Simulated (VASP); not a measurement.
# Si2W (P6_222) in VASP: further runs, part 2 of 2

VASP 6.6.1. Earlier steps stand in the parts before.

### 4 Single point, PBE

This run uses another cell than the first one, of the same volume but with other edges.

Input file INCAR:

```
ALGO = Normal
EDIFF = 1E-6
ENCUT = 520
GGA = PE
ISIF = 2
ISMEAR = 0
LASPH = T
LCHARG = F
LREAL = F
LWAVE = F
NBANDS = 43
NELM = 80
PREC = Accurate
SIGMA = 0.03
```

Input file KPOINTS:

```
k-points
0
Gamma
  9 9 6
```

Input file POSCAR:

```
Si2W
1.0
    4.7172346901      0.0000000000      0.0000000000
   -2.3586173451      4.0852450772      0.0000000000
    0.0000000000      0.0000000000      6.3602475327
Si W
6 3
Direct
    0.8613670885      0.7227341769      0.5000000000
    0.1386329115      0.8613670885      0.8333333333
    0.7227341769      0.8613670885      0.1666666667
    0.1386329115      0.2772658231      0.5000000000
    0.8613670885      0.1386329115      0.8333333333
    0.2772658231      0.1386329115      0.1666666667
    0.0000000000      0.5000000000      0.1666666667
    0.5000000000      0.5000000000      0.8333333333
    0.5000000000      0.0000000000      0.5000000000
```

Potentials or basis: VASP PAW PBE potentials, release 64 (Si, W_sv).

Command:

```sh
$ cat potpaw_PBE.64/Si/POTCAR potpaw_PBE.64/W_sv/POTCAR > POTCAR
$ mpirun -np 1 vasp_std > vasp.out
```

OUTCAR:

```text
EDIFF = 1E-6
   ENCUT = 520
   GGA = PE
   ISIF = 2
   ISMEAR = 0
   LASPH = T
   LREAL = F
   NELM = 80
   PREC = Accurate

 ion  position               nearest neighbor table
   1  0.861  0.723  0.500-   4 2.27   2 2.40   3 2.40   7 2.59   8 2.59   9 2.62   9 2.62   6 2.89
                             5 2.89   9 2.95   4 2.98   4 2.98
   2  0.139  0.861  0.833-   5 2.27   1 2.40   6 2.40   9 2.59   7 2.59   8 2.62   8 2.62   4 2.89
                             3 2.89   8 2.95   5 2.98   5 2.98
   3  0.723  0.861  0.167-   6 2.27   1 2.40   5 2.40   9 2.59   8 2.59   7 2.62   7 2.62   4 2.89
                             2 2.89   7 2.95   6 2.98   6 2.98
   4  0.139  0.277  0.500-   1 2.27   5 2.40   6 2.40   7 2.59   8 2.59   9 2.62   9 2.62   3 2.89
                             2 2.89   9 2.95   1 2.98   1 2.98
   5  0.861  0.139  0.833-   2 2.27   4 2.40   3 2.40   9 2.59   7 2.59   8 2.62   8 2.62   1 2.89
                             6 2.89   8 2.95   2 2.98   2 2.98
   6  0.277  0.139  0.167-   3 2.27   4 2.40   2 2.40   9 2.59   8 2.59   7 2.62   7 2.62   1 2.89
                             5 2.89   7 2.95   3 2.98   3 2.98
   7  0.000  0.500  0.167-   1 2.59   4 2.59   2 2.59   5 2.59   6 2.62   3 2.62   6 2.62   3 2.62
                             3 2.95   6 2.95   9 3.17   9 3.17   8 3.17   8 3.17
   8  0.500  0.500  0.833-   1 2.59   4 2.59   3 2.59   6 2.59   5 2.62   2 2.62   2 2.62   5 2.62
                             5 2.95   2 2.95   9 3.17   9 3.17   7 3.17   7 3.17
   9  0.500  0.000  0.500-   3 2.59   6 2.59   5 2.59   2 2.59   4 2.62   1 2.62   4 2.62   1 2.62
                             4 2.95   1 2.95   7 3.17   7 3.17   8 3.17   8 3.17

  LATTYP: Found a hexagonal cell.
 ALAT       =     4.7172346901
 C/A-ratio  =     1.3483000000

  Lattice vectors:

 A1 = (   4.7172346901,   0.0000000000,   0.0000000000)
 A2 = (  -2.3586173451,   4.0852450772,   0.0000000000)
 A3 = (   0.0000000000,   0.0000000000,   6.3602475327)

Analysis of symmetry for initial positions (statically):
=====================================================================
 Subroutine PRICEL returns:
 Original cell was already a primitive cell.

 Routine SETGRP: Setting up the symmetry group for a
 hexagonal supercell.

 Subroutine GETGRP returns: Found 12 space group operations
 (whereof  4 operations were pure point group operations)
 out of a pool of 24 trial point group operations.

The static configuration has the point symmetry D_2 .
 The point group associated with its full space group is D_6 .

Analysis of symmetry for dynamics (positions and initial velocities):
=====================================================================
 Subroutine PRICEL returns:
 Original cell was already a primitive cell.

 Routine SETGRP: Setting up the symmetry group for a
 hexagonal supercell.

 Subroutine GETGRP returns: Found 12 space group operations
 (whereof  4 operations were pure point group operations)
 out of a pool of 24 trial point group operations.

The dynamic configuration has the point symmetry D_2 .
 The point group associated with its full space group is D_6 .

 Subroutine INISYM returns: Found 12 space group operations
 (whereof  4 operations are pure point group operations),
 and found     1 'primitive' translations

----------------------------------------------------------------------------------------

                                     Primitive cell

  volume of cell :     122.5687
[... 65 lines left out ...]
  0.111111  0.111111  0.000000      6.000000
[... 16 lines left out ...]
  0.333333  0.222222  0.166667     24.000000
  0.333333  0.333333  0.166667      4.000000
 [... further k-points ...]
   k-points           NKPTS =     48   k-points in BZ     NKDIM =     48   number of bands    NBANDS=     43
   number of dos      NEDOS =    301   number of ions     NIONS =      9
   total plane-waves  NPLWV =  62208
   dimension x,y,z NGX =    36 NGY =   36 NGZ =   48
   dimension x,y,z NGXF=    72 NGYF=   72 NGZF=   96
   ions per type =               6   3
   NGX,Y,Z   is equivalent  to a cutoff of  12.69, 12.69, 12.55 a.u.
   NGXF,Y,Z  is equivalent  to a cutoff of  25.37, 25.37, 25.09 a.u.
 SYSTEM =  unknown system
   PREC   = accura    normal or accurate (medium, high low for compatibility)
   ISTART =      0    job   : 0-new  1-cont  2-samecut
   ICHARG =      2    charge: 1-file 2-atom 10-const
   ISPIN  =      1    spin polarized calculation?
   LNONCOLLINEAR =      F non collinear calculations
   LSORBIT =      F    spin-orbit coupling
   LASPH  =      T    aspherical Exc in radial PAW
   ENCUT  =  520.0 eV  38.22 Ry    6.18 a.u.   8.77  8.77 11.83*2*pi/ulx,y,z
   NELM   =     80;   NELMIN=  2; NELMDL= -5     # of ELM steps
   EDIFF  = 0.1E-05   stopping-criterion for ELM
   LREAL  =      F    real-space projection
   EDIFFG = 0.1E-04   stopping-criterion for IOM
   NSW    =      0    number of steps for IOM
   IBRION =     -1    ionic relax: 0-MD 1-quasi-New 2-CG
   NFREE  =      0    steps in history (QN), initial steepest desc. (CG)
   ISIF   =      2    stress and relaxation
   ISYM   =      2    0-nonsym 1-usesym 2-fastsym
   POTIM  = 0.5000    time-step for ionic-motion
   TEBEG  =    0.0;   TEEND  =   0.0 temperature during run
   PSTRESS=    0.0 pullay stress
   NELECT =      66.0000    total number of electrons
   NUPDOWN=      -1.0000    fix difference up-down
   EMIN   =  10.00;   EMAX   =-10.00  energy-range for DOS
   EFERMI =   0.00;   METHOD = LEGACY
   ISMEAR =     0;   SIGMA  =   0.03  broadening in eV -4-tet -1-fermi 0-gaus
   EFERMI_NEDOS =   21; number of points for ismear=-14 and -15
   IALGO  =     38    algorithm
   IMIX   =      4    mixing-type and parameters
     AMIX     =   0.40;   BMIX     =  1.00
     AMIX_MAG =   1.60;   BMIX_MAG =  1.00
  volume/ion in A,a.u.               =      13.62        91.90
  Fermi-wavevector in a.u.,A,eV,Ry     =   1.331873  2.516876 24.135194  1.773887
  Thomas-Fermi vector in A             =   2.460851
   LORBIT       =      0    0 simple, 1 ext, 2 COOP (PROOUT), +10 PAW based schemes
   GGA     = PE    functional components
   LHFCALC =     F    Hartree Fock is set to
   AEXX    =    0.0000 exact exchange contribution
   IVDW    =     0    specifies the selected vdW correction
   LEPSILON=     F    determine dielectric tensor
   LRPA    =     F    only Hartree local field effects (RPA)
 non-spin polarized calculation
 Gauss-broadening in eV      SIGMA  =   0.03
  energy-cutoff  :      520.00
  volume of cell :      122.57
 maximum number of plane-waves:      3318
 NGX is ok and might be reduce to    36

 number of electron      65.9999992 magnetization

 Free energy of the ion-electron system (eV)
  ---------------------------------------------------
  ext. energy  EPLUGINS =         0.00000000
  ---------------------------------------------------
  free energy    TOTEN  =       -71.46981787 eV

  energy without entropy =      -71.46859402  energy(sigma->0) =      -71.46920594

 E-fermi :  12.2153     XC(G=0): -12.4444

 val. band max:       12.2120553493   @ k =   0.1111   0.1111   0.5000
 cond. band min:      12.2373256923   @ k =   0.1111   0.0000   0.5000
 fundamental gap:      0.0252703430
 Fermi energy:        12.2153281285

 k-point     1 :       0.0000    0.0000    0.0000
  band No.  band energies     occupation
      1     -62.0910      2.00000
      2     -62.0780      2.00000
      3     -62.0780      2.00000
      4     -26.5676      2.00000
      5     -26.5675      2.00000
      6     -26.4910      2.00000
[... 1093 lines left out ...]
     42      15.3462      0.00000
     43      15.6556      0.00000

 [... further k-points ...]
[... 5 lines left out ...]
  --------------------------------------------------------------------------------------
  -------------------------------------------------------------------------------------
  Total        3.3812851      3.3812851      9.8138608     -0.0000000      0.0000000      0.0000000
  in kB       44.1990314     44.1990314    128.2835172     -0.0000000      0.0000000      0.0000000
  external PRESSURE =      72.2271934 kB  Pullay stress =       0.0000000 kB

 VOLUME and BASIS-vectors are now :
 -----------------------------------------------------------------------------
  energy-cutoff  :      520.00
  volume of cell :      122.57
      direct lattice vectors                 reciprocal lattice vectors
     4.717234690  0.000000000  0.000000000     0.211988605  0.122391678  0.000000000
    -2.358617345  4.085245077  0.000000000     0.000000000  0.244783356  0.000000000
     0.000000000  0.000000000  6.360247533     0.000000000  0.000000000  0.157226585

 POSITION                                       TOTAL-FORCE (eV/Angst)
 -----------------------------------------------------------------------------------
      2.35862      2.95255      3.18012         0.000000     -3.873912      0.000000
     -1.37767      3.51890      5.30021         3.354907     -1.936956      0.000000
      1.37767      3.51890      1.06004        -3.354907     -1.936956      0.000000
     -0.00000      1.13270      3.18012        -0.000000      3.873912      0.000000
      3.73629      0.56635      5.30021        -3.354907      1.936956      0.000000
      0.98095      0.56635      1.06004         3.354907      1.936956     -0.000000
     -1.17931      2.04262      1.06004         0.000000     -0.000000     -0.000000
      1.17931      2.04262      5.30021        -0.000000     -0.000000     -0.000000
      2.35862      0.00000      3.18012        -0.000000     -0.000000      0.000000
 -----------------------------------------------------------------------------------
    total drift:                                0.000000     -0.000000      0.000000

  FREE ENERGIE OF THE ION-ELECTRON SYSTEM (eV)
  ---------------------------------------------------
  free  energy   TOTEN  =       -71.4698178661 eV

  energy  without entropy=      -71.4685940222  energy(sigma->0) =      -71.46920594
```

It took 6.2 min on 1 thread of Intel Xeon 8259CL, shared host; peak memory 0.35 GiB.

What came out:

```
Free energy            : -71.4698 eV
Pressure               : 7.2 GPa
Largest force          : 3.874 eV/Å
Band gap on the k mesh : zero (bands 33 and 34 overlap by 0.79 eV)
```

Forces in eV/Å, atoms in the order of the input:
```
Si   0.000 -3.874  0.000
Si   3.355 -1.937  0.000
Si  -3.355 -1.937  0.000
Si   0.000  3.874  0.000
Si  -3.355  1.937  0.000
Si   3.355  1.937  0.000
W    0.000  0.000  0.000
W    0.000  0.000  0.000
W    0.000  0.000  0.000
```

Caveat: the cell stands under pressure; spin-orbit coupling is left out, which moves the levels of the heavy elements; forces of over 1 eV/Å act on the atoms, so gaps and moduli don't describe the material at rest.

### 5 The runs side by side

| cell | gap on the mesh (eV) | pressure (GPa) | largest force (eV/Å) |
| --- | --- | --- | --- |
| a = 4.566, b = 4.566, c = 6.788 Å, angles 90.0, 90.0, 120.0°, 9 atoms, atomic positions A | none | 1.4 | 2.04 |
| a = 4.566, b = 4.566, c = 6.788 Å, angles 90.0, 90.0, 120.0°, 9 atoms, atomic positions B | none | 7.3 | 4.81 |
| a = 4.717, b = 4.717, c = 6.360 Å, angles 90.0, 90.0, 120.0°, 9 atoms, atomic positions B | none | 7.2 | 3.87 |

Alike in all rows: task single point; level PBE; potentials or basis VASP PAW PBE potentials, release 64 (Si, W_sv); no spin polarisation; k mesh 9 × 9 × 6; cutoff (eV) 520; smearing gaussian 0.03 eV.

Caveats: spin-orbit coupling is left out, which moves the levels of the heavy elements; forces of over 1 eV/Å act on the atoms, so gaps and moduli don't describe the material at rest; the cell stands under pressure (at least some runs).

Absolute energies hang on the potentials; compare differences alone.
